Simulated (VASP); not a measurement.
# CaF2 in VASP: single point with PBEsol

Aim: the single point of CaF2 with PBEsol.

All numbers are computed with VASP 6.6.1; they aren't measurements. Logs are shortened: lines on timing, memory, paths and dates and some standing lists are left out, and cuts for length are marked.

## 1. The cell of the first run

The cell holds a slab with vacuum, 18 atoms: a = 3.833 Å, b = 5.421 Å, c = 24.583 Å, α = 90.00°, β = 90.00°, γ = 90.00°.

## 2. Single point, PBEsol

Input file INCAR:

```
SYSTEM = CaF2
PREC     = Accurate       ! precision mode
ENCUT    = 520            ! plane-wave cutoff, eV
EDIFF    = 1E-6           ! SCF threshold, eV
ISMEAR   = 0              ! smearing method
SIGMA    = 0.05           ! smearing width, eV
LREAL    = .FALSE.        ! projectors in reciprocal space
LASPH    = .TRUE.         ! aspherical terms in the spheres
NELM     = 120            ! most SCF steps
ALGO     = Normal         ! electronic algorithm
ISIF     = 2              ! what is computed and relaxed
LWAVE    = .FALSE.        ! write WAVECAR
LCHARG   = .FALSE.        ! write CHGCAR
LDIPOL   = .TRUE.       
IDIPOL   = 3            
DIPOL    = 0.5 0.5 0.500
GGA      = PS             ! functional
NBANDS   = 87             ! bands
GGA_COMPAT= .FALSE.      
NELMDL   = -8
```

Input file KPOINTS:

```
Automatic mesh
0
G
  7 5 1
  0 0 0
```

Input file POSCAR:

```
CaF2
1.0
    3.8330589177      0.0000000000      0.0000000000
    0.0000000000      5.4207639067      0.0000000000
    0.0000000000      0.0000000000     24.5826472942
Ca F
6 12
Direct
    0.5000000000      0.5000000000      0.3050932599
    0.0000000000      0.0000000000      0.3830559559
    0.5000000000      0.5000000000      0.4610186520
    0.0000000000      0.0000000000      0.5389813480
    0.5000000000      0.5000000000      0.6169440441
    0.0000000000      0.0000000000      0.6949067401
    0.0000000000      0.7500000000      0.3050932599
    0.0000000000      0.2500000000      0.3050932599
    0.5000000000      0.2500000000      0.3830559559
    0.5000000000      0.7500000000      0.3830559559
    0.0000000000      0.7500000000      0.4610186520
    0.0000000000      0.2500000000      0.4610186520
    0.5000000000      0.2500000000      0.5389813480
    0.5000000000      0.7500000000      0.5389813480
    0.0000000000      0.7500000000      0.6169440441
    0.0000000000      0.2500000000      0.6169440441
    0.5000000000      0.2500000000      0.6949067401
    0.5000000000      0.7500000000      0.6949067401
```

Potentials or basis: VASP PAW PBE potentials, release 64 (Ca_sv, F).

Command:

```console
cat potpaw_PBE.64/Ca_sv/POTCAR potpaw_PBE.64/F/POTCAR > POTCAR
mpirun -np 1 vasp_std > vasp.out
```

OUTCAR:

```text
SYSTEM = CaF2
   PREC = Accurate
   ENCUT = 520
   EDIFF = 1E-6
   ISMEAR = 0
   LREAL = .FALSE.
   LASPH = .TRUE.
   NELM = 120
   ISIF = 2
   GGA = PS
   NELMDL = -8

 ion  position               nearest neighbor table
   1  0.500  0.500  0.305-   9 2.35  10 2.35   7 2.35   8 2.35   7 2.35   8 2.35
   2  0.000  0.000  0.383-   7 2.35   8 2.35   9 2.35  10 2.35   9 2.35  10 2.35  11 2.35  12 2.35

   3  0.500  0.500  0.461-  13 2.35  14 2.35  11 2.35  12 2.35  11 2.35  12 2.35   9 2.35  10 2.35

   4  0.000  0.000  0.539-  11 2.35  12 2.35  13 2.35  14 2.35  13 2.35  14 2.35  15 2.35  16 2.35

   5  0.500  0.500  0.617-  17 2.35  18 2.35  15 2.35  16 2.35  15 2.35  16 2.35  13 2.35  14 2.35

   6  0.000  0.000  0.695-  15 2.35  16 2.35  17 2.35  18 2.35  17 2.35  18 2.35
   7  0.000  0.750  0.305-   2 2.35   1 2.35   1 2.35
   8  0.000  0.250  0.305-   2 2.35   1 2.35   1 2.35
   9  0.500  0.250  0.383-   1 2.35   2 2.35   2 2.35   3 2.35
  10  0.500  0.750  0.383-   1 2.35   2 2.35   2 2.35   3 2.35
  11  0.000  0.750  0.461-   4 2.35   3 2.35   3 2.35   2 2.35
  12  0.000  0.250  0.461-   4 2.35   3 2.35   3 2.35   2 2.35
  13  0.500  0.250  0.539-   3 2.35   4 2.35   4 2.35   5 2.35
  14  0.500  0.750  0.539-   3 2.35   4 2.35   4 2.35   5 2.35
  15  0.000  0.750  0.617-   6 2.35   5 2.35   5 2.35   4 2.35
  16  0.000  0.250  0.617-   6 2.35   5 2.35   5 2.35   4 2.35
  17  0.500  0.250  0.695-   5 2.35   6 2.35   6 2.35
  18  0.500  0.750  0.695-   5 2.35   6 2.35   6 2.35

  LATTYP: Found a simple orthorhombic cell.
 ALAT       =     3.8330589177
 B/A-ratio  =     1.4142135624
 C/A-ratio  =     6.4133236201

  Lattice vectors:

 A1 = (   3.8330589177,   0.0000000000,   0.0000000000)
 A2 = (   0.0000000000,   5.4207639067,   0.0000000000)
 A3 = (   0.0000000000,   0.0000000000,  24.5826472942)

Analysis of symmetry for initial positions (statically):
=====================================================================
 Subroutine PRICEL returns:
 Original cell was already a primitive cell.

 Routine SETGRP: Setting up the symmetry group for a
 simple orthorhombic supercell.

 Subroutine GETGRP returns: Found  8 space group operations
 (whereof  4 operations were pure point group operations)
 out of a pool of  8 trial point group operations.

The static configuration has the point symmetry C_2v.
 The point group associated with its full space group is D_2h.

Analysis of symmetry for dynamics (positions and initial velocities):
=====================================================================
 Subroutine PRICEL returns:
 Original cell was already a primitive cell.

 Routine SETGRP: Setting up the symmetry group for a
 simple orthorhombic supercell.

 Subroutine GETGRP returns: Found  8 space group operations
 (whereof  4 operations were pure point group operations)
 out of a pool of  8 trial point group operations.

The dynamic configuration has the point symmetry C_2v.
 The point group associated with its full space group is D_2h.

 Subroutine INISYM returns: Found  8 space group operations
 (whereof  4 operations are pure point group operations),
 and found     1 'primitive' translations

----------------------------------------------------------------------------------------

                                     Primitive cell

  volume of cell :     510.7809

  direct lattice vectors                    reciprocal lattice vectors
     3.833058918  0.000000000  0.000000000     0.260888241  0.000000000  0.000000000
     0.000000000  5.420763907  0.000000000     0.000000000  0.184475845  0.000000000
     0.000000000  0.000000000 24.582647294     0.000000000  0.000000000  0.040679101

  length of vectors
     3.833058918  5.420763907 24.582647294     0.260888241  0.184475845  0.040679101

  position of ions in fractional coordinates (direct lattice)
     0.500000000  0.500000000  0.305093260
     0.000000000  0.000000000  0.383055956
     0.500000000  0.500000000  0.461018652
     0.000000000  0.000000000  0.538981348
     0.500000000  0.500000000  0.616944044
     0.000000000  0.000000000  0.694906740
[... 10 lines left out ...]
     0.500000000  0.250000000  0.694906740
     0.500000000  0.750000000  0.694906740

  ion indices of the primitive-cell ions
   primitive index   ion index
                 1           1
                 2           2
                 3           3
                 4           4
                 5           5
                 6           6
[... 10 lines left out ...]
                17          17
                18          18

----------------------------------------------------------------------------------------

 KPOINTS: Automatic mesh

Automatic generation of k-mesh.
 Grid dimensions read from file:
 generate k-points for:    7    5    1

 Generating k-lattice:

  Cartesian coordinates                     Fractional coordinates (reciprocal lattice)
     0.037269749  0.000000000  0.000000000     0.142857143  0.000000000  0.000000000
     0.000000000  0.036895169  0.000000000     0.000000000  0.200000000  0.000000000
     0.000000000  0.000000000  0.040679101     0.000000000  0.000000000  1.000000000

  Length of vectors
     0.037269749  0.036895169  0.040679101

  Shift w.r.t. Gamma in fractional coordinates (k-lattice)
     0.000000000  0.000000000  0.000000000

 Subroutine IBZKPT returns following result:
 ===========================================

 Found     12 irreducible k-points:

 Following reciprocal coordinates:
            Coordinates               Weight
  0.000000  0.000000  0.000000      1.000000
  0.142857  0.000000  0.000000      2.000000
  0.285714  0.000000  0.000000      2.000000
  0.428571  0.000000  0.000000      2.000000
  0.000000  0.200000  0.000000      2.000000
  0.142857  0.200000  0.000000      4.000000
  0.285714  0.200000  0.000000      4.000000
  0.428571  0.200000  0.000000      4.000000
  0.000000  0.400000  0.000000      2.000000
  0.142857  0.400000  0.000000      4.000000
  0.285714  0.400000  0.000000      4.000000
  0.428571  0.400000  0.000000      4.000000
   k-points           NKPTS =     12   k-points in BZ     NKDIM =     12   number of bands    NBANDS=     87
   number of dos      NEDOS =    301   number of ions     NIONS =     18
   total plane-waves  NPLWV = 230400
   dimension x,y,z NGX =    30 NGY =   40 NGZ =  192
   dimension x,y,z NGXF=    60 NGYF=   80 NGZF=  384
   ions per type =               6  12
   NGX,Y,Z   is equivalent  to a cutoff of  13.01, 12.27, 12.98 a.u.
   NGXF,Y,Z  is equivalent  to a cutoff of  26.02, 24.53, 25.97 a.u.
 SYSTEM =  CaF2
   PREC   = accura    normal or accurate (medium, high low for compatibility)
   ISTART =      0    job   : 0-new  1-cont  2-samecut
   ICHARG =      2    charge: 1-file 2-atom 10-const
   ISPIN  =      1    spin polarized calculation?
   LNONCOLLINEAR =      F non collinear calculations
   LSORBIT =      F    spin-orbit coupling
   LASPH  =      T    aspherical Exc in radial PAW
   ENCUT  =  520.0 eV  38.22 Ry    6.18 a.u.   7.13 10.08 45.71*2*pi/ulx,y,z
   NELM   =    120;   NELMIN=  2; NELMDL= -8     # of ELM steps
   EDIFF  = 0.1E-05   stopping-criterion for ELM
   LREAL  =      F    real-space projection
   EDIFFG = 0.1E-04   stopping-criterion for IOM
   NSW    =      0    number of steps for IOM
   IBRION =     -1    ionic relax: 0-MD 1-quasi-New 2-CG
   NFREE  =      0    steps in history (QN), initial steepest desc. (CG)
   ISIF   =      2    stress and relaxation
   ISYM   =      2    0-nonsym 1-usesym 2-fastsym
   POTIM  = 0.5000    time-step for ionic-motion
   TEBEG  =    0.0;   TEEND  =   0.0 temperature during run
   PSTRESS=    0.0 pullay stress
   NELECT =     144.0000    total number of electrons
   NUPDOWN=      -1.0000    fix difference up-down
   EMIN   =  10.00;   EMAX   =-10.00  energy-range for DOS
   EFERMI =   0.00;   METHOD = LEGACY
   ISMEAR =     0;   SIGMA  =   0.05  broadening in eV -4-tet -1-fermi 0-gaus
   EFERMI_NEDOS =   21; number of points for ismear=-14 and -15
   IALGO  =     38    algorithm
   IMIX   =      4    mixing-type and parameters
     AMIX     =   0.40;   BMIX     =  1.00
     AMIX_MAG =   1.60;   BMIX_MAG =  1.00
  volume/ion in A,a.u.               =      28.38       191.50
  Fermi-wavevector in a.u.,A,eV,Ry     =   1.073456  2.028537 15.678090  1.152307
  Thomas-Fermi vector in A             =   2.209256
   LORBIT       =      0    0 simple, 1 ext, 2 COOP (PROOUT), +10 PAW based schemes
   GGA     = PS    functional components
   LHFCALC =     F    Hartree Fock is set to
   AEXX    =    0.0000 exact exchange contribution
   IVDW    =     0    specifies the selected vdW correction
   LEPSILON=     F    determine dielectric tensor
   LRPA    =     F    only Hartree local field effects (RPA)
 non-spin polarized calculation
 Gauss-broadening in eV      SIGMA  =   0.05
  energy-cutoff  :      520.00
  volume of cell :      510.78
 maximum number of plane-waves:     13799
 NGX is ok and might be reduce to    30
   NGX = 15   NGY = 21   NGZ = 91

 number of electron     144.0000103 magnetization

 dipolmoment           0.000000      0.000000      0.000000 electrons x Angstroem

 Free energy of the ion-electron system (eV)
  ---------------------------------------------------
  ext. energy  EPLUGINS =         0.00000000
  ---------------------------------------------------
  free energy    TOTEN  =      -105.39036670 eV

  energy without entropy =     -105.39036670  energy(sigma->0) =     -105.39036670

 E-fermi :  -3.0547     XC(G=0):  -5.1413

 val. band max:       -3.4033182614   @ k =   0.0000   0.0000   0.0000
 cond. band min:       1.7165072211   @ k =   0.0000   0.0000   0.0000
 fundamental gap:      5.1198254825
 Fermi energy:        -3.0546910401

 k-point     1 :       0.0000    0.0000    0.0000
  band No.  band energies     occupation
      1     -40.5461      2.00000
      2     -40.5461      2.00000
      3     -39.5783      2.00000
      4     -39.5507      2.00000
      5     -39.4553      2.00000
      6     -39.4541      2.00000
[... 1033 lines left out ...]
     83       5.1964      0.00000
     84       5.2077      0.00000
 [bands above 84 left out]

------------------------ aborting loop because EDIFF is reached ----------------------------------------

 vacuum level on the upper side and lower side of the slab       (xc-potential included)        -0.077        -0.077

  FORCE on cell =-STRESS in cart. coord.  units (eV):
  Direction    XX          YY          ZZ          XY          YZ          ZX
  --------------------------------------------------------------------------------------
  -------------------------------------------------------------------------------------
  Total       -6.2015505     -1.4236358     -1.9043288      0.0000000      0.0000000      0.0000000
  in kB      -19.4525359     -4.4655488     -5.9733490      0.0000000      0.0000000      0.0000000
  external PRESSURE =      -9.9638112 kB  Pullay stress =       0.0000000 kB

 VOLUME and BASIS-vectors are now :
 -----------------------------------------------------------------------------
  energy-cutoff  :      520.00
  volume of cell :      510.78
      direct lattice vectors                 reciprocal lattice vectors
     3.833058918  0.000000000  0.000000000     0.260888241  0.000000000  0.000000000
     0.000000000  5.420763907  0.000000000     0.000000000  0.184475845  0.000000000
     0.000000000  0.000000000 24.582647294     0.000000000  0.000000000  0.040679101

 POSITION                                       TOTAL-FORCE (eV/Angst)
 -----------------------------------------------------------------------------------
      1.91653      2.71038      7.50000         0.000000      0.000000      1.287365
      0.00000      0.00000      9.41653         0.000000      0.000000     -0.385971
      1.91653      2.71038     11.33306         0.000000      0.000000      0.022123
      0.00000      0.00000     13.24959         0.000000      0.000000     -0.022123
      1.91653      2.71038     15.16612         0.000000      0.000000      0.385971
      0.00000      0.00000     17.08265         0.000000      0.000000     -1.287365
[... 10 lines left out ...]
      1.91653      1.35519     17.08265         0.000000     -0.575022      0.388660
      1.91653      4.06557     17.08265         0.000000      0.575022      0.388660
 -----------------------------------------------------------------------------------
    total drift:                                0.000000      0.000000      0.000000

  FREE ENERGIE OF THE ION-ELECTRON SYSTEM (eV)
  ---------------------------------------------------
  free  energy   TOTEN  =      -105.3903666994 eV

  energy  without entropy=     -105.3903666994  energy(sigma->0) =     -105.39036670

 vacuum level on the upper side and lower side of the slab         2.496         2.496
```

It took 29 min on 1 thread of Intel Xeon Platinum 8259CL at 2.50GHz (Skylake/Cascade Lake), shared host; peak memory 0.74 GiB.

Results:

* Free energy: -105.3904 eV
* Largest force: 1.287 eV/Å
* Band gap on the k mesh: 5.12 eV

Forces on the atoms (eV/Å):
```
Ca   0.000  0.000  1.287
Ca   0.000  0.000 -0.386
Ca   0.000  0.000  0.022
Ca   0.000  0.000 -0.022
Ca   0.000  0.000  0.386
Ca   0.000  0.000 -1.287
F    0.000 -0.575 -0.389
F    0.000  0.575 -0.389
F    0.000  0.150 -0.127
F    0.000 -0.150 -0.127
F    0.000 -0.008  0.012
F    0.000  0.008  0.012
F    0.000 -0.008 -0.012
F    0.000  0.008 -0.012
F    0.000  0.150  0.127
F    0.000 -0.150  0.127
F    0.000 -0.575  0.389
F    0.000  0.575  0.389
```

Levels at points of the mesh, in eV from the valence-band top:
```
           k point  band 69  band 70  band 71  band 72  band 73  band 74  band 75  band 76
(0.00, 0.00, 0.00)    -0.68    -0.55     0.00     0.00     5.12     5.17     6.28     7.14
```

Caveat: the PAW data sets were made with another functional, which shifts forces and pressure a little.
